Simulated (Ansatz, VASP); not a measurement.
# One calculation of BaZrO3, two programs

POSCAR

```
BaZrO3
1.0
    4.1815000000      0.0000000000      0.0000000000
    0.0000000000      4.1815000000      0.0000000000
    0.0000000000      0.0000000000      4.1815000000
Ba Zr O
1 1 3
Direct
    0.5042275905      0.4957724095      0.5000000000
    0.0000000000      0.0000000000      0.0000000000
    0.5000000000      0.0000000000      0.0000000000
    0.0000000000      0.5000000000      0.0000000000
    0.0000000000      0.0000000000      0.5000000000
```

Contents of INCAR.step1:

```
SYSTEM = BaZrO3
ALGO     = Normal         ! electronic algorithm
EDIFF    = 1E-4           ! SCF threshold, eV
ENCUT    = 520            ! plane-wave cutoff, eV
GGA      = PE             ! functional
ISMEAR   = 0              ! smearing method
LASPH    = .TRUE.         ! aspherical terms in the spheres
LCHARG   = .FALSE.        ! write CHGCAR
LREAL    = .FALSE.        ! projectors in reciprocal space
LWAVE    = .TRUE.         ! write WAVECAR
NBANDS   = 28             ! bands
NELM     = 60             ! most SCF steps
PREC     = Accurate       ! precision mode
SIGMA    = 0.05           ! smearing width, eV
```

INCAR.step2

```
SYSTEM = BaZrO3
ALGO     = Normal         ! electronic algorithm
EDIFF    = 1E-7           ! SCF threshold, eV
ENCUT    = 520            ! plane-wave cutoff, eV
ISIF     = 2              ! what is computed and relaxed
ISMEAR   = 0              ! smearing method
ISTART   = 1            
LASPH    = .TRUE.         ! aspherical terms in the spheres
LCHARG   = .FALSE.        ! write CHGCAR
LMIXTAU  = .TRUE.       
LREAL    = .FALSE.        ! projectors in reciprocal space
LWAVE    = .FALSE.        ! write WAVECAR
METAGGA  = R2SCAN         ! meta-GGA
NBANDS   = 28             ! bands
NELM     = 60             ! most SCF steps
PREC     = Accurate       ! precision mode
SIGMA    = 0.05           ! smearing width, eV
```

Contents of KPOINTS:

```
k-points
0
G
  6 6 6
  0 0 0
```

Input for Ansatz:

```yaml
crystal:
  lattice:
    - [4.1815, 0.0, 0.0]
    - [0.0, 4.1815, 0.0]
    - [0.0, 0.0, 4.1815]
  atoms:
    - { symbol: Ba, position: [0.5042275905, 0.4957724095, 0.5] }
    - { symbol: Zr, position: [0.0, 0.0, 0.0] }
    - { symbol: O, position: [0.5, 0.0, 0.0] }
    - { symbol: O, position: [0.0, 0.5, 0.0] }
    - { symbol: O, position: [0.0, 0.0, 0.5] }
basis:
  ecutwfc: 500
kpoints:
  mp_grid: { grid: [6, 6, 6] }
hamiltonian:
  xc: r2scan
scf:
  occupations: { method: gaussian, width: 0.05 }
output:
  forces: true
  stress: true
  eigenvalues: true
```

Change from the starting cell: all Ba atoms moved +0.025 Å, as atom 1 along Cartesian [1 -1 0].

Alike in both runs: task single point; functional r2SCAN; k mesh 6 × 6 × 6; occupations gaussian, width 0.05 eV; no spin polarisation.

```csv
,VASP,Ansatz
version,VASP 6.6.1,Ansatz 0.2.0
potentials or method,"VASP PAW PBE potentials, release 64 (Ba_sv, Zr_sv, O), cutoff 520 eV","scalar-relativistic, plane waves, PAW"
valence electrons in the cell,40,40
```

Ansatz gave:

- gap on the k mesh at the Fermi level (eV): 3.78
- least direct gap on the mesh (eV): 3.98
- pressure (GPa): 2.9
- rms of the force components (eV/Å): 0.036

Task: Which values does VASP return?

Result: gap on the k mesh at the Fermi level (eV): 3.72; least direct gap on the mesh (eV): 3.96; pressure (GPa): 4.0; rms of the force components (eV/Å): 0.039.

VASP's potentials were made for PBE, not for r2SCAN. Atom by atom the forces differ by 0.003 eV/Å (rms over components).

Spin-orbit coupling is off throughout.
